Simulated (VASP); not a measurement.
BaZrO3, 5 atoms in the cell. Symmetry: P4/mmm, No. 123, tetragonal system. The conventional cell has a = 3.868 Å, b = 3.868 Å, c = 4.181 Å, α = 90.00°, β = 90.00°, γ = 90.00°. Ba (site symmetry 4/mmm) has 12 O at 2.74 to 2.85 Å and 8 Zr at 3.44 Å within 3.6 Å. Zr (site symmetry 4/mmm) has 6 O at 1.93 to 2.09 Å within 2.6 Å. O (site symmetry mmm) has 2 Zr at 1.93 Å within 2.6 Å. O (site symmetry 4/mmm) has 2 Zr at 2.09 Å and 4 Ba at 2.74 Å and 8 O at 2.85 Å within 2.9 Å.  This cell differs from its parent crystal: strain -0.0750 x Voigt [1, 1, 0, 0, 0, 0].

- Program: VASP 6.6.1
- Task: single point
- Functional: PBE
- Potentials or basis: VASP PAW PBE potentials, release 64 (Ba_sv, Zr_sv, O)
- Cutoff: 520 eV
- k mesh: 6 × 6 × 6
- Occupations: gaussian, width 0.05 eV
- Spin: no spin polarisation
- Dipole correction: no
- Further INCAR settings: ALGO = Normal; EDIFF = 1e-06; NBANDS = 28

Potentials or basis: VASP PAW PBE potentials, release 64 (Ba_sv, Zr_sv, O).

Command:

```bash
$ cat potpaw_PBE.64/Ba_sv/POTCAR potpaw_PBE.64/Zr_sv/POTCAR potpaw_PBE.64/O/POTCAR > POTCAR
$ mpirun -np 1 vasp_std > vasp.out
```

Hardware: 1 thread of Intel(R) Xeon(R) Platinum 8488C (Sapphire Rapids), on a shared host.

Question: Estimate the wall time of this run.

Answer: Run time: 87 s on 1 thread of Intel(R) Xeon(R) Platinum 8488C (Sapphire Rapids), on a shared host, peak memory 0.21 GiB. Counts: scf iterations 14, k points 40.
